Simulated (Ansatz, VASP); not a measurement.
## One calculation of GaP, two programs

File POSCAR:

```
GaP
1.0
    0.0000000000      2.7253992874      2.8071612660
    2.7253992874      0.0000000000      2.8071612660
    2.7253992874      2.7253992874      0.0000000000
Ga P
1 1
Direct
    0.0000000000      0.0000000000      0.0000000000
    0.2500000000      0.2500000000      0.2500000000
```

INCAR.step1

```
ALGO     = Normal         # electronic algorithm
EDIFF    = 1E-5           # SCF threshold, eV
ENCUT    = 520            # plane-wave cutoff, eV
GGA      = PE             # functional
ISIF     = 2              # what is computed and relaxed
ISMEAR   = 0              # smearing method
LASPH    = T              # aspherical terms in the spheres
LCHARG   = F              # write CHGCAR
LREAL    = F              # projectors in reciprocal space
LWAVE    = T              # write WAVECAR
NBANDS   = 16             # bands
NELM     = 80             # most SCF steps
PREC     = Accurate       # precision mode
SIGMA    = 0.01           # smearing width, eV
```

File INCAR.step2:

```
ALGO     = Normal         # electronic algorithm
EDIFF    = 1E-7           # SCF threshold, eV
ENCUT    = 520            # plane-wave cutoff, eV
GGA      = PE             # functional
HFSCREEN = 0.2079         # screening, 1/A
ISIF     = 2              # what is computed and relaxed
ISMEAR   = 0              # smearing method
ISTART   = 1            
LASPH    = T              # aspherical terms in the spheres
LCHARG   = F              # write CHGCAR
LHFCALC  = T              # exact exchange
LREAL    = F              # projectors in reciprocal space
LWAVE    = F              # write WAVECAR
NBANDS   = 16             # bands
NELM     = 80             # most SCF steps
PREC     = Accurate       # precision mode
PRECFOCK = Normal       
SIGMA    = 0.01           # smearing width, eV
```

KPOINTS

```
k-points
0
Gamma
  6 6 6
```

Input for Ansatz:

```yaml
crystal:
  lattice:
    - [0.0, 2.7253992874, 2.807161266]
    - [2.7253992874, 0.0, 2.807161266]
    - [2.7253992874, 2.7253992874, 0.0]
  atoms:
    - { symbol: Ga, position: [0.0, 0.0, 0.0] }
    - { symbol: P, position: [0.25, 0.25, 0.25] }
kpoints:
  mp_grid: { grid: [6, 6, 6] }
  band_path:
    path:
      - [0.0, 0.0, 0.0]
      - [-0.5, -0.5, 0.0]
      - [-0.375, -0.375, 0.25]
      - [-0.375, 0.0, 0.375]
      - [0.0, 0.0, 0.5]
      - [-0.5, -0.25, 0.25]
      - [0.0, 0.421875, 0.421875]
    npoints: 1
hamiltonian:
  xc: hse06
scf:
  occupations: { method: fixed }
  n_extra_bands: 4
output:
  forces: true
  stress: true
  eigenvalues: true
  write_density: true
  write_potential: true
  elf: true
  volumetric_format: npy
```

Change from the starting cell: uniaxial_z strain +3.0%.

Alike in both runs: task single point; functional HSE06; k mesh 6 × 6 × 6; no spin polarisation.

|  | VASP | Ansatz |
| --- | --- | --- |
| version | VASP 6.6.1 | Ansatz 0.2.0 |
| potentials or method | VASP PAW PBE potentials, release 64 (Ga_d, P) | plane waves, PAW |
| plane-wave cutoff (eV) | 520 | 420 |
| occupations | gaussian, width 0.01 eV | fixed |
| valence electrons in the cell | 18 | 18 |

|  | VASP | Ansatz | Ansatz less VASP |
| --- | --- | --- | --- |
| gap on the k mesh at the Fermi level (eV) | 2.23 | 2.22 | -0.003 |
| pressure (GPa) | -2.0 | -1.8 | +0.15 |
| traceless stress, the component that is largest in VASP (GPa) | -1.69 | -1.68 | +0.009 |

Ansatz's warnings: stress exchange threshold loose, stress scf threshold loose.
